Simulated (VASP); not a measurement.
Te, 3 atoms in the cell. It takes space group P3_121 (No. 152, trigonal). The conventional cell has a = 4.523 Å, b = 4.523 Å, c = 6.045 Å, α = 90.00°, β = 90.00°, γ = 120.00°. Te (site symmetry 2) has 6 Te at 2.89 to 3.55 Å within 3.8 Å.  This cell differs from its parent crystal: strain along c alone, the other axes held: +1.5 %, then relaxed in part.

```yaml
Program: VASP 6.6.1
Task: single point
Functional: PBE
Potentials_or_basis: VASP PAW PBE potentials, release 64 (Te)
Cutoff: 520 eV
k_mesh: 12 × 12 × 6
Occupations: gaussian, width 0.01 eV
Spin: no spin polarisation
Dipole_correction: no
Further_INCAR_settings: ALGO = Normal; EDIFF = 1e-06; NBANDS = 16
```

Potentials or basis: VASP PAW PBE potentials, release 64 (Te).

Command:

```bash
$ cat potpaw_PBE.64/Te/POTCAR > POTCAR
$ mpirun -np 1 vasp_std > vasp.out
```

Hardware: 1 thread of Intel(R) Xeon(R) 6975P-C (Granite Rapids), with other jobs on the host.

**Question.** Estimate the wall time of this run.

**Answer.** It took 61 s on 1 thread of Intel(R) Xeon(R) 6975P-C (Granite Rapids) (shared host), peak memory 0.31 GiB. Counts: scf iterations 12, k points 100.
